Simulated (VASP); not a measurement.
# Hf3N2 (R-3m) in VASP: further runs

Runs on Hf3N2. Level: r2SCAN. Tasks: single point.

Everything below comes from runs of VASP 6.6.1. Logs are shortened: lines on timing, memory, paths and dates and some standing lists are left out, and cuts for length are marked.

### Step 1. The cell of the first run

The structure is trigonal, space group R-3m (No. 166). Conventional cell: a = 3.199 Å, b = 3.199 Å, c = 23.265 Å, α = 90.00°, β = 90.00°, γ = 120.00°. Hf (site symmetry 3m) has 3 N at 2.29 Å and 12 Hf at 3.12 to 3.21 Å within 3.3 Å. Within 3.0 Å of Hf (site symmetry -3m) lie 6 N at 2.24 Å. N (site symmetry 3m) has 6 Hf at 2.24 to 2.29 Å within 3.0 Å.

### Step 2. Single point, r2SCAN

File POSCAR:

```
Hf3N2
1.0
    1.5994260774      0.9234290764      7.7548432223
   -1.5994260774      0.9234290764      7.7548432223
    0.0000000000     -1.8468581527      7.7548432223
Hf N
3 2
Direct
    0.7794186600      0.7794186600      0.7794186600
    0.2205813400      0.2205813400      0.2205813400
    0.0000000000      0.0000000000      0.0000000000
    0.6119155300      0.6119155300      0.6119155300
    0.3880844700      0.3880844700      0.3880844700
```

File INCAR.step1:

```
SYSTEM = Hf3N2
  PREC = Accurate
  ENCUT = 520
  ISMEAR = 0
  SIGMA = 0.1
  LREAL = .FALSE.
  LASPH = .TRUE.
  NELM = 100
  NBANDS = 28
  GGA = PE
  ALGO = Normal
  EDIFF = 1E-4
  LWAVE = .TRUE.
  LCHARG = .FALSE.
```

File INCAR.step2:

```
SYSTEM = Hf3N2
  PREC = Accurate
  ENCUT = 520
  EDIFF = 1E-6
  ISMEAR = 0
  SIGMA = 0.1
  LREAL = .FALSE.
  LASPH = .TRUE.
  NELM = 100
  ALGO = Normal
  ISIF = 2
  LWAVE = .FALSE.
  LCHARG = .FALSE.
  METAGGA = R2SCAN
  LMIXTAU = .TRUE.
  NBANDS = 28
  ISTART = 1
```

File KPOINTS:

```
regular mesh
0
G
  1 1 1
  0 0 0
```

Potentials or basis: VASP PAW PBE potentials, release 64 (Hf_pv, N).

Run with:

```console
> cat potpaw_PBE.64/Hf_pv/POTCAR potpaw_PBE.64/N/POTCAR > POTCAR
> cp INCAR.step1 INCAR
> mpirun -np 1 vasp_gam > vasp.out
> cp INCAR.step2 INCAR
> mpirun -np 1 vasp_gam > vasp.out
```

OUTCAR:

```text
SYSTEM = Hf3N2
   PREC = Accurate
   ENCUT = 520
   EDIFF = 1E-6
   ISMEAR = 0
   LREAL = .FALSE.
   LASPH = .TRUE.
   NELM = 100
   ISIF = 2
   METAGGA = R2SCAN
   ISTART = 1

 ion  position               nearest neighbor table
   1  0.779  0.779  0.779-   5 2.29   5 2.29   5 2.29   2 3.12   2 3.12   2 3.12   3 3.21   3 3.21
                             3 3.21
   2  0.221  0.221  0.221-   4 2.29   4 2.29   4 2.29   1 3.12   1 3.12   1 3.12   3 3.21   3 3.21
                             3 3.21
   3  0.000  0.000  0.000-   4 2.24   4 2.24   5 2.24   5 2.24   4 2.24   5 2.24   2 3.21   1 3.21
                             2 3.21   1 3.21   2 3.21   1 3.21
   4  0.612  0.612  0.612-   3 2.24   3 2.24   3 2.24   2 2.29   2 2.29   2 2.29
   5  0.388  0.388  0.388-   3 2.24   3 2.24   3 2.24   1 2.29   1 2.29   1 2.29

  LATTYP: Found a trigonal (rhomboedric) cell.
 ALAT       =     7.9717299527
 COS(alpha) =     0.9194893776

  Lattice vectors:

 A1 = (   1.5994260774,   0.9234290764,   7.7548432223)
 A2 = (  -1.5994260774,   0.9234290764,   7.7548432223)
 A3 = (   0.0000000000,  -1.8468581527,   7.7548432223)

Analysis of symmetry for initial positions (statically):
=====================================================================
 Subroutine PRICEL returns:
 Original cell was already a primitive cell.

 Routine SETGRP: Setting up the symmetry group for a
 trigonal (rhombohedral) supercell.

 Subroutine GETGRP returns: Found 12 space group operations
 (whereof 12 operations were pure point group operations)
 out of a pool of 12 trial point group operations.

The static configuration has the point symmetry D_3d.

Analysis of symmetry for dynamics (positions and initial velocities):
=====================================================================
 Subroutine PRICEL returns:
 Original cell was already a primitive cell.

 Routine SETGRP: Setting up the symmetry group for a
 trigonal (rhombohedral) supercell.

 Subroutine GETGRP returns: Found 12 space group operations
 (whereof 12 operations were pure point group operations)
 out of a pool of 12 trial point group operations.

The dynamic configuration has the point symmetry D_3d.

 Subroutine INISYM returns: Found 12 space group operations
 (whereof 12 operations are pure point group operations),
 and found     1 'primitive' translations

----------------------------------------------------------------------------------------

                                     Primitive cell

  volume of cell :      68.7214

  direct lattice vectors                    reciprocal lattice vectors
     1.599426077  0.923429076  7.754843222     0.312612134  0.180486700  0.042983891
    -1.599426077  0.923429076  7.754843222    -0.312612134  0.180486700  0.042983891
     0.000000000 -1.846858153  7.754843222     0.000000000 -0.360973400  0.042983891

  length of vectors
     7.971729953  7.971729953  7.971729953     0.363523604  0.363523604  0.363523604

  position of ions in fractional coordinates (direct lattice)
     0.779418660  0.779418660  0.779418660
     0.220581340  0.220581340  0.220581340
     0.000000000  0.000000000  0.000000000
     0.611915530  0.611915530  0.611915530
     0.388084470  0.388084470  0.388084470

  ion indices of the primitive-cell ions
   primitive index   ion index
                 1           1
                 2           2
                 3           3
                 4           4
                 5           5

----------------------------------------------------------------------------------------

 KPOINTS: regular mesh

Automatic generation of k-mesh.
 Grid dimensions read from file:
 generate k-points for:    1    1    1

 Generating k-lattice:

  Cartesian coordinates                     Fractional coordinates (reciprocal lattice)
     0.312612134  0.180486700  0.042983891     1.000000000 -0.000000000  0.000000000
    -0.312612134  0.180486700  0.042983891    -0.000000000  1.000000000  0.000000000
     0.000000000 -0.360973400  0.042983891     0.000000000  0.000000000  1.000000000

  Length of vectors
     0.363523604  0.363523604  0.363523604

  Shift w.r.t. Gamma in fractional coordinates (k-lattice)
     0.000000000  0.000000000  0.000000000

 Subroutine IBZKPT returns following result:
 ===========================================

 Found      1 irreducible k-points:

 Following reciprocal coordinates:
            Coordinates               Weight
  0.000000  0.000000  0.000000      1.000000
   k-points           NKPTS =      1   k-points in BZ     NKDIM =      1   number of bands    NBANDS=     28
   number of dos      NEDOS =    301   number of ions     NIONS =      5
   total plane-waves  NPLWV = 216000
   dimension x,y,z NGX =    60 NGY =   60 NGZ =   60
   dimension x,y,z NGXF=   120 NGYF=  120 NGZF=  120
   ions per type =               3   2
   NGX,Y,Z   is equivalent  to a cutoff of  12.51, 12.51, 12.51 a.u.
   NGXF,Y,Z  is equivalent  to a cutoff of  25.03, 25.03, 25.03 a.u.
 SYSTEM =  Hf3N2
   PREC   = accura    normal or accurate (medium, high low for compatibility)
   ISTART =      1    job   : 0-new  1-cont  2-samecut
   ICHARG =      0    charge: 1-file 2-atom 10-const
   ISPIN  =      1    spin polarized calculation?
   LNONCOLLINEAR =      F non collinear calculations
   LSORBIT =      F    spin-orbit coupling
   LASPH  =      T    aspherical Exc in radial PAW
   ENCUT  =  520.0 eV  38.22 Ry    6.18 a.u.  14.82 14.82 14.82*2*pi/ulx,y,z
   NELM   =    100;   NELMIN=  2; NELMDL=  0     # of ELM steps
   EDIFF  = 0.1E-05   stopping-criterion for ELM
   LREAL  =      F    real-space projection
   EDIFFG = 0.1E-04   stopping-criterion for IOM
   NSW    =      0    number of steps for IOM
   IBRION =     -1    ionic relax: 0-MD 1-quasi-New 2-CG
   NFREE  =      0    steps in history (QN), initial steepest desc. (CG)
   ISIF   =      2    stress and relaxation
   ISYM   =      2    0-nonsym 1-usesym 2-fastsym
   POTIM  = 0.5000    time-step for ionic-motion
   TEBEG  =    0.0;   TEEND  =   0.0 temperature during run
   PSTRESS=    0.0 pullay stress
   NELECT =      40.0000    total number of electrons
   NUPDOWN=      -1.0000    fix difference up-down
   EMIN   =  10.00;   EMAX   =-10.00  energy-range for DOS
   EFERMI =   0.00;   METHOD = LEGACY
   ISMEAR =     0;   SIGMA  =   0.10  broadening in eV -4-tet -1-fermi 0-gaus
   EFERMI_NEDOS =   21; number of points for ismear=-14 and -15
   IALGO  =     38    algorithm
   IMIX   =      4    mixing-type and parameters
     AMIX     =   0.40;   BMIX     =  1.00
     AMIX_MAG =   1.60;   BMIX_MAG =  1.00
  volume/ion in A,a.u.               =      13.74        92.75
  Fermi-wavevector in a.u.,A,eV,Ry     =   1.366881  2.583031 25.420646  1.868365
  Thomas-Fermi vector in A             =   2.492983
   LORBIT       =      0    0 simple, 1 ext, 2 COOP (PROOUT), +10 PAW based schemes
   METAGGA = R2SCAN    functional components
   LHFCALC =     F    Hartree Fock is set to
   AEXX    =    0.0000 exact exchange contribution
   IVDW    =     0    specifies the selected vdW correction
   LEPSILON=     F    determine dielectric tensor
   LRPA    =     F    only Hartree local field effects (RPA)
 non-spin polarized calculation
 Gauss-broadening in eV      SIGMA  =   0.10
  energy-cutoff  :      520.00
  volume of cell :       68.72
 maximum number of plane-waves:       909
 NGX is ok and might be reduce to    60
   NGX = 29   NGY = 29   NGZ = 29

 number of electron      40.0000000 magnetization

 Free energy of the ion-electron system (eV)
  ---------------------------------------------------
  ext. energy  EPLUGINS =         0.00000000
  ---------------------------------------------------
  free energy    TOTEN  =      -154.00043531 eV

  energy without entropy =     -154.00043480  energy(sigma->0) =     -154.00043506

 E-fermi :   7.6822     XC(G=0): -12.9755

 val. band max:        7.3313647631   @ k =   0.0000   0.0000   0.0000
 cond. band min:       8.0423889606   @ k =   0.0000   0.0000   0.0000
 fundamental gap:      0.7110241974
 Fermi energy:         7.6821768627

 k-point     1 :       0.0000    0.0000    0.0000
  band No.  band energies     occupation
      1     -25.4511      2.00000
      2     -25.0411      2.00000
      3     -24.8393      2.00000
      4     -24.8393      2.00000
      5     -24.6815      2.00000
      6     -24.6815      2.00000
[... 20 lines left out ...]
     27       9.7539      0.00000
     28      11.2818      0.00000

------------------------ aborting loop because EDIFF is reached ----------------------------------------

  FORCE on cell =-STRESS in cart. coord.  units (eV):
  Direction    XX          YY          ZZ          XY          YZ          ZX
  --------------------------------------------------------------------------------------
  -------------------------------------------------------------------------------------
  Total       12.2915155     12.2915155     10.6698816     -0.0000000      0.0000000      0.0000000
  in kB      286.5655807    286.5655807    248.7586515     -0.0000000      0.0000000      0.0000000
  external PRESSURE =     273.9632710 kB  Pullay stress =       0.0000000 kB

 VOLUME and BASIS-vectors are now :
 -----------------------------------------------------------------------------
  energy-cutoff  :      520.00
  volume of cell :       68.72
      direct lattice vectors                 reciprocal lattice vectors
     1.599426077  0.923429076  7.754843222     0.312612134  0.180486700  0.042983891
    -1.599426077  0.923429076  7.754843222    -0.312612134  0.180486700  0.042983891
     0.000000000 -1.846858153  7.754843222     0.000000000 -0.360973400  0.042983891

 POSITION                                       TOTAL-FORCE (eV/Angst)
 -----------------------------------------------------------------------------------
      0.00000      0.00000     18.13281         0.000000     -0.000000     -4.191118
      0.00000      0.00000      5.13172         0.000000      0.000000      4.191118
      0.00000      0.00000      0.00000         0.000000      0.000000      0.000000
      0.00000      0.00000     14.23593         0.000000      0.000000      2.243273
      0.00000      0.00000      9.02860         0.000000     -0.000000     -2.243273
 -----------------------------------------------------------------------------------
    total drift:                                0.000000      0.000000     -0.000000

  FREE ENERGIE OF THE ION-ELECTRON SYSTEM (eV)
  ---------------------------------------------------
  free  energy   TOTEN  =      -154.0004353135 eV

  energy  without entropy=     -154.0004347970  energy(sigma->0) =     -154.00043506
```

Run time: 3.4 min. Hardware: 1 thread of Intel Xeon 8259CL, shared host; peak memory 0.53 GiB.

What came out:

```
Free energy   : -154.0004 eV
Pressure      : 27.4 GPa
Largest force : 4.191 eV/Å
```

Forces in eV/Å, atoms in the order of the input:
```
Hf   0.000  0.000 -4.191
Hf   0.000  0.000  4.191
Hf   0.000  0.000  0.000
N    0.000  0.000  2.243
N    0.000  0.000 -2.243
```

Stress tensor (GPa, compression positive):
```
28.66  0.00  0.00
 0.00 28.66  0.00
 0.00  0.00 24.88
```

Levels at points of the mesh, in eV from the Fermi level:
| k point | band 18 | band 19 | band 20 | band 21 | band 22 | band 23 |
| --- | --- | --- | --- | --- | --- | --- |
| (0.00, 0.00, 0.00) | -4.06 | -0.48 | -0.35 | 0.36 | 0.36 | 0.92 |

Caveat: the k points lie up to 2.28 Å⁻¹ apart; the PAW data sets were made with another functional, which shifts forces and pressure a little; spin-orbit coupling is left out, which moves the levels of the heavy elements.

### Step 3. Single point, r2SCAN

POSCAR is that of step 2.

Edit INCAR.step1 of step 2 so:

```diff
@@ -7,3 +7,3 @@
   LASPH = .TRUE.
-  NELM = 100
+  NELM = 60
   NBANDS = 28
```

File INCAR.step2:

```
SYSTEM = Hf3N2
  PREC = Accurate
  ENCUT = 520
  EDIFF = 1E-6
  ISMEAR = 0
  SIGMA = 0.1
  LREAL = .FALSE.
  LASPH = .TRUE.
  NELM = 60
  ALGO = Normal
  ISIF = 2
  LWAVE = .FALSE.
  LCHARG = .TRUE.
  METAGGA = R2SCAN
  LMIXTAU = .TRUE.
  LELF = .TRUE.
  LVHAR = .TRUE.
  NBANDS = 28
  ISTART = 1
```

File KPOINTS:

```
regular mesh
0
G
  3 3 3
  0 0 0
```

Potentials or basis: VASP PAW PBE potentials, release 64 (Hf_pv, N).

Run with:

```console
> cat potpaw_PBE.64/Hf_pv/POTCAR potpaw_PBE.64/N/POTCAR > POTCAR
> cp INCAR.step1 INCAR
> mpirun -np 1 vasp_std > vasp.out
> cp INCAR.step2 INCAR
> mpirun -np 1 vasp_std > vasp.out
```

OUTCAR:

```text
SYSTEM = Hf3N2
   PREC = Accurate
   ENCUT = 520
   EDIFF = 1E-6
   ISMEAR = 0
   LREAL = .FALSE.
   LASPH = .TRUE.
   NELM = 60
   ISIF = 2
   METAGGA = R2SCAN
   ISTART = 1

 ion  position               nearest neighbor table
   1  0.779  0.779  0.779-   5 2.29   5 2.29   5 2.29   2 3.12   2 3.12   2 3.12   3 3.21   3 3.21
                             3 3.21
   2  0.221  0.221  0.221-   4 2.29   4 2.29   4 2.29   1 3.12   1 3.12   1 3.12   3 3.21   3 3.21
                             3 3.21
   3  0.000  0.000  0.000-   4 2.24   4 2.24   5 2.24   5 2.24   4 2.24   5 2.24   2 3.21   1 3.21
                             2 3.21   1 3.21   2 3.21   1 3.21
   4  0.612  0.612  0.612-   3 2.24   3 2.24   3 2.24   2 2.29   2 2.29   2 2.29
   5  0.388  0.388  0.388-   3 2.24   3 2.24   3 2.24   1 2.29   1 2.29   1 2.29

  LATTYP: Found a trigonal (rhomboedric) cell.
 ALAT       =     7.9717299527
 COS(alpha) =     0.9194893776

  Lattice vectors:

 A1 = (   1.5994260774,   0.9234290764,   7.7548432223)
 A2 = (  -1.5994260774,   0.9234290764,   7.7548432223)
 A3 = (   0.0000000000,  -1.8468581527,   7.7548432223)

[... 160 lines left out ...]

 E-fermi :   6.6760     XC(G=0): -13.0977

 val. band max:        6.6454200263   @ k =  -0.3333   0.3333   0.3333
 cond. band min:       6.9180010036   @ k =   0.0000   0.0000   0.0000
 fundamental gap:      0.2725809773
 Fermi energy:         6.6760073337

 k-point     1 :       0.0000    0.0000    0.0000
  band No.  band energies     occupation
      1     -26.2659      2.00000
      2     -25.8077      2.00000
      3     -25.8077      2.00000
      4     -25.1925      2.00000
      5     -24.6621      2.00000
      6     -24.5874      2.00000
[... 175 lines left out ...]
     27      11.8616      0.00000
     28      12.0105      0.00000

------------------------ aborting loop because EDIFF is reached ----------------------------------------

  FORCE on cell =-STRESS in cart. coord.  units (eV):
  Direction    XX          YY          ZZ          XY          YZ          ZX
  --------------------------------------------------------------------------------------
  -------------------------------------------------------------------------------------
  Total        0.1843402      0.1843402      0.4142196     -0.0000000      0.0000000      0.0000000
  in kB        4.2977255      4.2977255      9.6571550     -0.0000000      0.0000000      0.0000000
  external PRESSURE =       6.0842020 kB  Pullay stress =       0.0000000 kB

 VOLUME and BASIS-vectors are now :
 -----------------------------------------------------------------------------
  energy-cutoff  :      520.00
  volume of cell :       68.72
      direct lattice vectors                 reciprocal lattice vectors
     1.599426077  0.923429076  7.754843222     0.312612134  0.180486700  0.042983891
    -1.599426077  0.923429076  7.754843222    -0.312612134  0.180486700  0.042983891
     0.000000000 -1.846858153  7.754843222     0.000000000 -0.360973400  0.042983891

 POSITION                                       TOTAL-FORCE (eV/Angst)
 -----------------------------------------------------------------------------------
      0.00000      0.00000     18.13281         0.000000     -0.000000     -0.036639
      0.00000      0.00000      5.13172         0.000000      0.000000      0.036639
      0.00000      0.00000      0.00000        -0.000000     -0.000000      0.000000
      0.00000      0.00000     14.23593         0.000000     -0.000000     -0.063259
      0.00000      0.00000      9.02860         0.000000      0.000000      0.063259
 -----------------------------------------------------------------------------------
    total drift:                                0.000000     -0.000000     -0.000000

  FREE ENERGIE OF THE ION-ELECTRON SYSTEM (eV)
  ---------------------------------------------------
  free  energy   TOTEN  =      -162.1767148621 eV

  energy  without entropy=     -162.1652126053  energy(sigma->0) =     -162.17096373
```

OUTCAR.step1:

```text
SYSTEM = Hf3N2
   PREC = Accurate
   ENCUT = 520
   ISMEAR = 0
   LREAL = .FALSE.
   LASPH = .TRUE.
[... 401 lines left out ...]
      0.00000      0.00000      0.00000         0.000000      0.000000     -0.000000
      0.00000      0.00000     14.23593         0.000000     -0.000000     -0.238325
      0.00000      0.00000      9.02860         0.000000      0.000000      0.238325
 -----------------------------------------------------------------------------------
    total drift:                                0.000000      0.000000      0.000000

  FREE ENERGIE OF THE ION-ELECTRON SYSTEM (eV)
  ---------------------------------------------------
  free  energy   TOTEN  =       -53.8138268488 eV

  energy  without entropy=      -53.8019274935  energy(sigma->0) =      -53.80787717
```

Wall time 8.4 min (1 thread of Intel Xeon 8259CL, shared host); peak memory 0.54 GiB.

What came out:

| Quantity | Value |
| --- | --- |
| Free energy | -162.1767 eV |
| Pressure | 0.6 GPa |
| Largest force | 0.063 eV/Å |
| Band gap on the k mesh | zero (bands 20 and 21 overlap by 0.77 eV) |

Forces in eV/Å, atoms in the order of the input:
```
Hf   0.000  0.000 -0.037
Hf   0.000  0.000  0.037
Hf   0.000  0.000  0.000
N    0.000  0.000 -0.063
N    0.000  0.000  0.063
```

Stress tensor (GPa, compression positive):
```
0.43 0.00 0.00
0.00 0.43 0.00
0.00 0.00 0.97
```

Caveat: the k points lie up to 0.76 Å⁻¹ apart, too coarse for converged energies and pressures of a metal; the PAW data sets were made with another functional, which shifts forces and pressure a little; spin-orbit coupling is left out, which moves the levels of the heavy elements.

### Step 4. Single point, r2SCAN

POSCAR is that of step 3.

File INCAR.step1:

```
SYSTEM = Hf3N2
PREC = Accurate
ENCUT = 520
ISMEAR = 0
SIGMA = 0.1
LREAL = .FALSE.
LASPH = .TRUE.
NELM = 100
NBANDS = 28
GGA = PE
ALGO = Normal
EDIFF = 1E-4
LWAVE = .TRUE.
LCHARG = .FALSE.
```

File INCAR.step2:

```
SYSTEM = Hf3N2
PREC = Accurate
ENCUT = 520
EDIFF = 1E-6
ISMEAR = 0
SIGMA = 0.1
LREAL = .FALSE.
LASPH = .TRUE.
NELM = 100
ALGO = Normal
ISIF = 2
LWAVE = .FALSE.
LCHARG = .TRUE.
METAGGA = R2SCAN
LMIXTAU = .TRUE.
LELF = .TRUE.
LVHAR = .TRUE.
NBANDS = 28
ISTART = 1
```

File KPOINTS:

```
regular mesh
0
G
  6 6 6
  0 0 0
```

Run with:

```console
> cat potpaw_PBE.64/Hf_pv/POTCAR potpaw_PBE.64/N/POTCAR > POTCAR
> cp INCAR.step1 INCAR
> mpirun -np 1 vasp_std > vasp.out
> cp INCAR.step2 INCAR
> mpirun -np 1 vasp_std > vasp.out
```

Wall time 30 min (1 thread of Intel Xeon 8259CL, shared host); peak memory 0.57 GiB.

It converged, with:

```
Free energy            : -162.1378 eV
Pressure               : -0.1 GPa
Largest force          : 0.063 eV/Å
Band gap on the k mesh : zero (bands 20 and 21 overlap by 1.33 eV)
```

Forces in eV/Å, atoms in the order of the input:
```
Hf   0.000  0.000  0.033
Hf   0.000  0.000 -0.033
Hf   0.000  0.000  0.000
N    0.000  0.000  0.063
N    0.000  0.000 -0.063
```

Stress tensor (GPa, compression positive):
```
 0.06  0.00  0.00
 0.00  0.06  0.00
 0.00  0.00 -0.31
```

Levels at points of the mesh, in eV from the Fermi level:
| k point | band 18 | band 19 | band 20 | band 21 | band 22 | band 23 |
| --- | --- | --- | --- | --- | --- | --- |
| (0.00, 0.00, 0.00) | -3.43 | 0.10 | 0.65 | 0.89 | 0.89 | 1.99 |
| (0.50, 0.00, 0.00) | -2.46 | -1.24 | -0.69 | -0.54 | 2.86 | 3.37 |
| (0.50, 0.50, 0.00) | -3.04 | -1.17 | -0.49 | 0.59 | 1.84 | 3.30 |
| (0.50, 0.50, 0.50) | -2.03 | -1.09 | 0.57 | 0.57 | 1.57 | 1.57 |

Caveat: the k points lie up to 0.38 Å⁻¹ apart, too coarse for converged energies and pressures of a metal; the PAW data sets were made with another functional, which shifts forces and pressure a little; spin-orbit coupling is left out, which moves the levels of the heavy elements.

(Part 1 of 2 ends here.)
